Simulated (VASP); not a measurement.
W:

```xyz
1
Lattice="-1.5825 1.5825 1.5825 1.5825 -1.5825 1.5825 1.5825 1.5825 -1.5825" Properties=species:S:1:pos:R:3 pbc="T T T"
W     0.0000    0.0000    0.0000
```

Base run:

- Program: VASP 6.6.1
- Functional: PBE
- Potentials or basis: VASP PAW PBE potentials, release 64 (W_sv)
- Cutoff: 500 eV
- k mesh: 8 × 8 × 8
- Occupations: fermi-dirac, width 0.1 eV
- Spin: no spin polarisation

Its results: band gap on the k mesh zero (band 7 reaches 16.61 eV, above the bottom of band 8 at 10.22 eV); pressure 6.6 GPa.

Problem. The run is repeated on the same cell with these changes: k mesh from 8 × 8 × 8 to 4 × 4 × 4. What comes out?

Solution. Band gap on the k mesh zero (band 7 reaches 16.70 eV, above the bottom of band 8 at 10.28 eV); pressure 5.2 GPa.

Caveats: some runs use coarse meshes; spin-orbit coupling is left out, which moves the levels of the heavy elements.
